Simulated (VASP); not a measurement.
# CoO (Fm-3m) in VASP: settings compared

The runs below take CoO through single point, vibrations by perturbation theory, with PBEsol+U, PBEsol.

Program: VASP 6.6.1. These are calculated values, not measurements. Logs are shortened: lines on timing, memory, paths and dates and some standing lists are left out, and cuts for length are marked.

### Step 1. The cell of the first run

The structure is cubic, space group Fm-3m (No. 225). Conventional cell: a = 4.263 Å, b = 4.263 Å, c = 4.263 Å, α = 90.00°, β = 90.00°, γ = 90.00°. Co (site symmetry m-3m) has 6 O at 2.13 Å within 2.8 Å. O (site symmetry m-3m) has 6 Co at 2.13 Å within 2.8 Å.

### Step 2. Single point, PBEsol+U, collinear spin, ferromagnetic start

The input, INCAR:

```
PREC = Accurate
ENCUT = 520
EDIFF = 1E-7
ISMEAR = 0
SIGMA = 0.01
LREAL = False
LASPH = True
NELM = 150
ALGO = Normal
ISIF = 2
LWAVE = False
LCHARG = False
ISPIN = 2
MAGMOM = 2 0
LORBIT = 11
LMAXMIX = 4
LDAU = True
LDAUTYPE = 2
LDAUL = 2 -1
LDAUU = 7 0
LDAUJ = 0 0
LDAUPRINT = 1
GGA = PS
NBANDS = 18
```

The input, KPOINTS:

```
Automatic mesh
0
Gamma
  11 11 11
```

The input, POSCAR:

```
CoO
1.0
    0.0000000000      2.1315000000      2.1315000000
    2.1315000000      0.0000000000      2.1315000000
    2.1315000000      2.1315000000      0.0000000000
Co O
1 1
Direct
    0.0000000000      0.0000000000      0.0000000000
    0.5000000000      0.5000000000      0.5000000000
```

Potentials or basis: VASP PAW PBE potentials, release 64 (Co, O).

On the command line:

```
cat potpaw_PBE.64/Co/POTCAR potpaw_PBE.64/O/POTCAR > POTCAR
mpirun -np 1 vasp_std > vasp.out
```

OUTCAR:

```text
PREC = Accurate
   ENCUT = 520
   EDIFF = 1E-7
   ISMEAR = 0
   LREAL = False
   LASPH = True
   NELM = 150
   ISIF = 2
   ISPIN = 2
   LORBIT = 11
   GGA = PS

 ion  position               nearest neighbor table
   1  0.000  0.000  0.000-   2 2.13   2 2.13   2 2.13   2 2.13   2 2.13   2 2.13
   2  0.500  0.500  0.500-   1 2.13   1 2.13   1 2.13   1 2.13   1 2.13   1 2.13

  LATTYP: Found a face centered cubic cell.
 ALAT       =     4.2630000000

  Lattice vectors:

 A1 = (   0.0000000000,   2.1315000000,   2.1315000000)
 A2 = (   2.1315000000,   0.0000000000,   2.1315000000)
 A3 = (   2.1315000000,   2.1315000000,   0.0000000000)

Analysis of symmetry for initial positions (statically):
=====================================================================
 Subroutine PRICEL returns:
 Original cell was already a primitive cell.

 Routine SETGRP: Setting up the symmetry group for a
 face centered cubic supercell.

 Subroutine GETGRP returns: Found 48 space group operations
 (whereof 48 operations were pure point group operations)
 out of a pool of 48 trial point group operations.

The static configuration has the point symmetry O_h .

Analysis of symmetry for dynamics (positions and initial velocities):
=====================================================================
 Subroutine PRICEL returns:
 Original cell was already a primitive cell.

 Routine SETGRP: Setting up the symmetry group for a
 face centered cubic supercell.

 Subroutine GETGRP returns: Found 48 space group operations
 (whereof 48 operations were pure point group operations)
 out of a pool of 48 trial point group operations.

The dynamic configuration has the point symmetry O_h .

Analysis of structural, dynamic, and magnetic symmetry:
=====================================================================
 Subroutine PRICEL returns:
 Original cell was already a primitive cell.

 Routine SETGRP: Setting up the symmetry group for a
 face centered cubic supercell.

 Subroutine GETGRP returns: Found 48 space group operations
 (whereof 48 operations were pure point group operations)
 out of a pool of 48 trial point group operations.

The overall configuration has the point symmetry O_h .

 Subroutine INISYM returns: Found 48 space group operations
 (whereof 48 operations are pure point group operations),
 and found     1 'primitive' translations

----------------------------------------------------------------------------------------

                                     Primitive cell

  volume of cell :      19.3681

  direct lattice vectors                    reciprocal lattice vectors
     0.000000000  2.131500000  2.131500000    -0.234576589  0.234576589  0.234576589
     2.131500000  0.000000000  2.131500000     0.234576589 -0.234576589  0.234576589
     2.131500000  2.131500000  0.000000000     0.234576589  0.234576589 -0.234576589

  length of vectors
     3.014396208  3.014396208  3.014396208     0.406298571  0.406298571  0.406298571

  position of ions in fractional coordinates (direct lattice)
     0.000000000  0.000000000  0.000000000
     0.500000000  0.500000000  0.500000000

  ion indices of the primitive-cell ions
   primitive index   ion index
                 1           1
                 2           2

----------------------------------------------------------------------------------------

 KPOINTS: Automatic mesh

Automatic generation of k-mesh.
 Grid dimensions read from file:
 generate k-points for:   11   11   11

 Generating k-lattice:

  Cartesian coordinates                     Fractional coordinates (reciprocal lattice)
    -0.021325144  0.021325144  0.021325144     0.090909091  0.000000000  0.000000000
     0.021325144 -0.021325144  0.021325144     0.000000000  0.090909091  0.000000000
     0.021325144  0.021325144 -0.021325144     0.000000000  0.000000000  0.090909091

  Length of vectors
     0.036936234  0.036936234  0.036936234

  Shift w.r.t. Gamma in fractional coordinates (k-lattice)
     0.000000000  0.000000000  0.000000000

 Subroutine IBZKPT returns following result:
 ===========================================

 Found     56 irreducible k-points:

 Following reciprocal coordinates:
            Coordinates               Weight
  0.000000  0.000000  0.000000      1.000000
  0.090909  0.000000  0.000000      8.000000
  0.181818  0.000000  0.000000      8.000000
  0.272727  0.000000  0.000000      8.000000
  0.363636  0.000000  0.000000      8.000000
  0.454545  0.000000  0.000000      8.000000
[... 16 lines left out ...]
 -0.272727  0.181818  0.000000     24.000000
 -0.181818  0.181818  0.000000     12.000000
 [... further k-points ...]
   k-points           NKPTS =     56   k-points in BZ     NKDIM =     56   number of bands    NBANDS=     18
   number of dos      NEDOS =    301   number of ions     NIONS =      2
   total plane-waves  NPLWV =  13824
   dimension x,y,z NGX =    24 NGY =   24 NGZ =   24
   dimension x,y,z NGXF=    48 NGYF=   48 NGZF=   48
   ions per type =               1   1
   NGX,Y,Z   is equivalent  to a cutoff of  13.24, 13.24, 13.24 a.u.
   NGXF,Y,Z  is equivalent  to a cutoff of  26.47, 26.47, 26.47 a.u.
 SYSTEM =  unknown system
   PREC   = accura    normal or accurate (medium, high low for compatibility)
   ISTART =      0    job   : 0-new  1-cont  2-samecut
   ICHARG =      2    charge: 1-file 2-atom 10-const
   ISPIN  =      2    spin polarized calculation?
   LNONCOLLINEAR =      F non collinear calculations
   LSORBIT =      F    spin-orbit coupling
   LASPH  =      T    aspherical Exc in radial PAW
   ENCUT  =  520.0 eV  38.22 Ry    6.18 a.u.   5.60  5.60  5.60*2*pi/ulx,y,z
   NELM   =    150;   NELMIN=  2; NELMDL= -5     # of ELM steps
   EDIFF  = 0.1E-06   stopping-criterion for ELM
   LREAL  =      F    real-space projection
   EDIFFG = 0.1E-05   stopping-criterion for IOM
   NSW    =      0    number of steps for IOM
   IBRION =     -1    ionic relax: 0-MD 1-quasi-New 2-CG
   NFREE  =      0    steps in history (QN), initial steepest desc. (CG)
   ISIF   =      2    stress and relaxation
   ISYM   =      2    0-nonsym 1-usesym 2-fastsym
   POTIM  = 0.5000    time-step for ionic-motion
   TEBEG  =    0.0;   TEEND  =   0.0 temperature during run
   PSTRESS=    0.0 pullay stress
   NELECT =      15.0000    total number of electrons
   NUPDOWN=      -1.0000    fix difference up-down
   EMIN   =  10.00;   EMAX   =-10.00  energy-range for DOS
   EFERMI =   0.00;   METHOD = LEGACY
   ISMEAR =     0;   SIGMA  =   0.01  broadening in eV -4-tet -1-fermi 0-gaus
   EFERMI_NEDOS =   21; number of points for ismear=-14 and -15
   IALGO  =     38    algorithm
   IMIX   =      4    mixing-type and parameters
     AMIX     =   0.40;   BMIX     =  1.00
     AMIX_MAG =   1.60;   BMIX_MAG =  1.00
  volume/ion in A,a.u.               =       9.68        65.35
  Fermi-wavevector in a.u.,A,eV,Ry     =   1.503407  2.841027 30.752334  2.260233
  Thomas-Fermi vector in A             =   2.614521
   LORBIT       =     11    0 simple, 1 ext, 2 COOP (PROOUT), +10 PAW based schemes
 LDA+U is selected, type is set to LDAUTYPE =  2
   angular momentum for each species LDAUL =     2   -1
   U (eV)           for each species LDAUU =   7.0  0.0
   J (eV)           for each species LDAUJ =   0.0  0.0
   GGA     = PS    functional components
   LHFCALC =     F    Hartree Fock is set to
   AEXX    =    0.0000 exact exchange contribution
   IVDW    =     0    specifies the selected vdW correction
   LEPSILON=     F    determine dielectric tensor
   LRPA    =     F    only Hartree local field effects (RPA)
 spin polarized calculation
 Gauss-broadening in eV      SIGMA  =   0.01
  energy-cutoff  :      520.00
  volume of cell :       19.37
 maximum number of plane-waves:       534
   NGX = 11   NGY = 11   NGZ = 11

atom =   1  type =  1  l = 2

 onsite density matrix

spin component  1

  0.9794  0.0000 -0.0000 -0.0000 -0.0000
  0.0000  0.9794 -0.0000  0.0000  0.0000
 -0.0000 -0.0000  1.0303  0.0000 -0.0000
 -0.0000  0.0000  0.0000  0.9794 -0.0000
 -0.0000  0.0000 -0.0000 -0.0000  1.0303

spin component  2

  0.6739 -0.0000 -0.0000 -0.0000  0.0000
 -0.0000  0.6739 -0.0000 -0.0000  0.0000
 -0.0000 -0.0000  0.0973  0.0000 -0.0000
 -0.0000 -0.0000  0.0000  0.6739 -0.0000
  0.0000  0.0000 -0.0000 -0.0000  0.0973

 occupancies and eigenvectors

  o =  0.0973  v =  0.0000  0.0000  0.0000  0.0000  0.0000  0.0000  0.0000  0.0468  0.0000  0.9989      0.0000  0.0000  0.0000  0.0000  0.0000  0.0000  0.0000  0.0000  0.0000  0.0000
  o =  0.0973  v =  0.0000  0.0000  0.0000  0.0000  0.0000  0.0000 -0.0000 -0.9989 -0.0000  0.0468      0.0000  0.0000  0.0000  0.0000  0.0000  0.0000  0.0000  0.0000  0.0000  0.0000
  o =  0.6739  v =  0.0000  0.0000  0.0000  0.0000  0.0000  0.0000  0.1537 -0.0000 -0.9881  0.0000      0.0000  0.0000  0.0000  0.0000  0.0000  0.0000  0.0000  0.0000  0.0000  0.0000
  o =  0.6739  v =  0.0000  0.0000  0.0000  0.0000  0.0000  1.0000  0.0000  0.0000  0.0000  0.0000      0.0000  0.0000  0.0000  0.0000  0.0000  0.0000  0.0000  0.0000  0.0000  0.0000
  o =  0.6739  v =  0.0000  0.0000  0.0000  0.0000  0.0000  0.0000  0.9881  0.0000  0.1537 -0.0000      0.0000  0.0000  0.0000  0.0000  0.0000  0.0000  0.0000  0.0000  0.0000  0.0000
  o =  0.9794  v =  0.0000  0.0604 -0.0000  0.9982  0.0000  0.0000  0.0000  0.0000  0.0000  0.0000      0.0000  0.0000  0.0000  0.0000  0.0000  0.0000  0.0000  0.0000  0.0000  0.0000
  o =  0.9794  v =  0.0000 -0.9982  0.0000  0.0604  0.0000  0.0000  0.0000  0.0000  0.0000  0.0000      0.0000  0.0000  0.0000  0.0000  0.0000  0.0000  0.0000  0.0000  0.0000  0.0000
  o =  0.9794  v =  1.0000  0.0000  0.0000  0.0000  0.0000  0.0000  0.0000  0.0000  0.0000  0.0000      0.0000  0.0000  0.0000  0.0000  0.0000  0.0000  0.0000  0.0000  0.0000  0.0000
  o =  1.0303  v =  0.0000  0.0000  0.0055 -0.0000  1.0000  0.0000  0.0000  0.0000  0.0000  0.0000      0.0000  0.0000  0.0000  0.0000  0.0000  0.0000  0.0000  0.0000  0.0000  0.0000
  o =  1.0303  v =  0.0000 -0.0000 -1.0000  0.0000  0.0055  0.0000  0.0000  0.0000  0.0000  0.0000      0.0000  0.0000  0.0000  0.0000  0.0000  0.0000  0.0000  0.0000  0.0000  0.0000

 number of electron      15.0000007 magnetization       2.9999943

 Free energy of the ion-electron system (eV)
  ---------------------------------------------------
  ext. energy  EPLUGINS =         0.00000000
  ---------------------------------------------------
  free energy    TOTEN  =       -10.47358072 eV

  energy without entropy =      -10.47326315  energy(sigma->0) =      -10.47342194

 E-fermi :   6.6635     XC(G=0): -12.6125

 val. band max:        6.6602725235   @ k =  -0.1818   0.1818   0.0000
 cond. band min:       6.6651615981   @ k =  -0.2727   0.4545   0.1818
 fundamental gap:      0.0048890746
 Fermi energy:         6.6635264223

 spin component 1

 k-point     1 :       0.0000    0.0000    0.0000
  band No.  band energies     occupation
      1     -12.2012      1.00000
      2       0.6076      1.00000
      3       0.6076      1.00000
      4       1.3329      1.00000
      5       1.3329      1.00000
      6       1.3329      1.00000
[... 10 lines left out ...]
     17      28.9630      0.00000
     18      28.9630      0.00000
[... 463 lines left out ...]
 k-point    24 :      -0.1818    0.1818    0.0000
  band No.  band energies     occupation
      1     -11.4504      1.00000
      2      -0.4318      1.00000
      3      -0.3851      1.00000
      4       0.7826      1.00000
      5       1.4981      1.00000
      6       1.6152      1.00000
[... 10 lines left out ...]
     17      33.3152      0.00000
     18      35.7173      0.00000

 [... further k-points ...]

 spin component 2

 k-point     1 :       0.0000    0.0000    0.0000
  band No.  band energies     occupation
      1     -11.8086      1.00000
      2       5.2662      1.00000
      3       5.2662      1.00000
      4       5.2662      1.00000
      5       5.4700      1.00000
      6       5.4702      1.00000
[... 10 lines left out ...]
     17      30.0140      0.00000
     18      35.2444      0.00000
[... 463 lines left out ...]
 k-point    24 :      -0.1818    0.1818    0.0000
  band No.  band energies     occupation
      1     -11.0178      1.00000
      2       1.9083      1.00000
      3       3.3162      1.00000
      4       4.3156      1.00000
      5       5.8516      1.00000
      6       6.5323      1.00000
[... 10 lines left out ...]
     17      36.3182      0.00000
     18      38.2042      0.00000

 [... further k-points ...]

------------------------ aborting loop because EDIFF is reached ----------------------------------------

  FORCE on cell =-STRESS in cart. coord.  units (eV):
  Direction    XX          YY          ZZ          XY          YZ          ZX
  --------------------------------------------------------------------------------------
  -------------------------------------------------------------------------------------
  Total       -1.4700819     -1.4700819     -1.4700819      0.0000000      0.0000000     -0.0000000
  in kB     -121.6091124   -121.6091124   -121.6091124      0.0000000      0.0000000     -0.0000000
  external PRESSURE =    -121.6091124 kB  Pullay stress =       0.0000000 kB

 VOLUME and BASIS-vectors are now :
 -----------------------------------------------------------------------------
  energy-cutoff  :      520.00
  volume of cell :       19.37
      direct lattice vectors                 reciprocal lattice vectors
     0.000000000  2.131500000  2.131500000    -0.234576589  0.234576589  0.234576589
     2.131500000  0.000000000  2.131500000     0.234576589 -0.234576589  0.234576589
     2.131500000  2.131500000  0.000000000     0.234576589  0.234576589 -0.234576589

 POSITION                                       TOTAL-FORCE (eV/Angst)
 -----------------------------------------------------------------------------------
      0.00000      0.00000      0.00000         0.000000     -0.000000     -0.000000
      2.13150      2.13150      2.13150        -0.000000      0.000000      0.000000
 -----------------------------------------------------------------------------------
    total drift:                                0.000000     -0.000000     -0.000000

  FREE ENERGIE OF THE ION-ELECTRON SYSTEM (eV)
  ---------------------------------------------------
  free  energy   TOTEN  =       -10.4735807170 eV

  energy  without entropy=      -10.4732631541  energy(sigma->0) =      -10.47342194

 total charge

# of ion       s       p       d       tot
------------------------------------------
    1        0.299   0.366   7.188   7.852
    2        1.546   3.429   0.000   4.975
--------------------------------------------------
tot          1.845   3.794   7.188  12.827

 magnetization (x)

# of ion       s       p       d       tot
------------------------------------------
    1        0.020   0.018   2.778   2.816
    2        0.017   0.195   0.000   0.211
--------------------------------------------------
tot          0.037   0.213   2.778   3.028
```

It took 63 s on 1 thread of AMD EPYC 7R13 (Zen 3), shared host; peak memory 0.14 GiB.

What came out:

```
Free energy                                           : -10.4736 eV
Pressure                                              : -12.2 GPa
Band gap on the k mesh                                : zero (filled and empty bands overlap)
Net moment                                            : 3.00 μB per cell
Site moments                                          : Co +2.82; O +0.21 μB
Valence electrons inside the program's atomic spheres : Co 7.85; O 4.97
```

Eigenvalues of the final occupation matrices:
| site | spin | trace | eigenvalues |
| --- | --- | --- | --- |
| site 1 d | 1 | 5.00 | 0.98 0.98 0.98 1.03 1.03 |
| site 1 d | 2 | 2.22 | 0.10 0.10 0.67 0.67 0.67 |

Caveat: the PAW data sets were made with another functional, which shifts forces and pressure a little; a cell with one magnetic atom can't hold antiferromagnetic order, which such compounds often take.

[end of part 1 of 2]
